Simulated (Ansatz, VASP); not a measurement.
# Two plane-wave programs on Au

File INCAR:

```
SYSTEM = Au
ALGO = Fast
EDIFF = 1E-6
ENCUT = 520
GGA = PE
ISIF = 2
ISMEAR = 0
IVDW = 12
LASPH = .TRUE.
LCHARG = .FALSE.
LREAL = .FALSE.
LWAVE = .FALSE.
NBANDS = 12
NELM = 100
PREC = Accurate
SIGMA = 0.1
```

File KPOINTS:

```
k-points
0
G
  8 8 8
  0 0 0
```

The input POSCAR:

```
Au
1.0
    0.0000000000      2.0350000000      2.0350000000
    2.0350000000      0.0000000000      2.0350000000
    2.0350000000      2.0350000000      0.0000000000
Au
1
Direct
    0.0000000000      0.0000000000      0.0000000000
```

Input for Ansatz:

```yaml
crystal:
  lattice:
    - [0.0, 2.035, 2.035]
    - [2.035, 0.0, 2.035]
    - [2.035, 2.035, 0.0]
  atoms:
    - { symbol: Au, position: [0.0, 0.0, 0.0] }
basis:
  ecutwfc: 420
kpoints:
  mp_grid: { grid: [8, 8, 8] }
hamiltonian:
  xc: pbe
  dispersion: d3bj
scf:
  occupations: { method: gaussian, width: 0.1 }
output:
  forces: true
  stress: true
  eigenvalues: true
```

Alike in both runs: task single point; functional PBE; dispersion D3(BJ); k mesh 8 × 8 × 8; occupations gaussian, width 0.1 eV; no spin polarisation.

|  | VASP | Ansatz |
| --- | --- | --- |
| version | VASP 6.6.1 | Ansatz 0.2.0 |
| potentials or method | VASP PAW PBE potentials, release 64 (Au), cutoff 520 eV | scalar-relativistic, plane waves, PAW |
| valence electrons in the cell | 11 | 19 |

```csv
,VASP,Ansatz,Ansatz less VASP
gap on the k mesh at the Fermi level (eV),none,none,-
pressure (GPa),4.9,5.2,+0.25
```

A gap of «none» marks a metal or a gap that the smearing closes. VASP's potentials hold 11 valence electrons a cell and Ansatz's 19, so a difference there can come from the potentials and not from the codes.

Spin-orbit coupling is off throughout.
